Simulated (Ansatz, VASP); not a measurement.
# Two plane-wave programs on HfSi

```
Hf Si
1.0
     0.00000    3.02890    3.02890
     3.02890    0.00000    3.02890
     3.02890    3.02890    0.00000
Hf Si
1 1
Direct
  0.00000 0.00000 0.00000
  0.25000 0.25000 0.25000
```

Alike in both runs: functional PBE; k mesh 12 × 12 × 12; occupations fermi-dirac, width 0.05 eV; no spin polarisation.

Ansatz relaxed the structure, and its values are those at the end. VASP's run is a single point on that final structure, the one shown.

|  | VASP | Ansatz |
| --- | --- | --- |
| version | VASP 6.6.1 | Ansatz 0.2.0 |
| potentials or method | VASP PAW PBE potentials, release 64 (Hf_pv, Si) | PAW with Ansatz's default frozen-core files, scalar-relativistic |
| plane-wave cutoff (eV) | 520 | 420 |
| valence electrons in the cell | 14 | 30 |

|  | VASP | Ansatz | Ansatz less VASP |
| --- | --- | --- | --- |
| pressure (GPa) | -0.1 | 0.0 | +0.14 |

With one functional, cell and mesh, what is left measures potentials, basis and numerics. VASP's potentials hold 14 valence electrons a cell and Ansatz's 30, so a difference there can come from the potentials and not from the codes.

Neither program's run includes spin-orbit coupling.
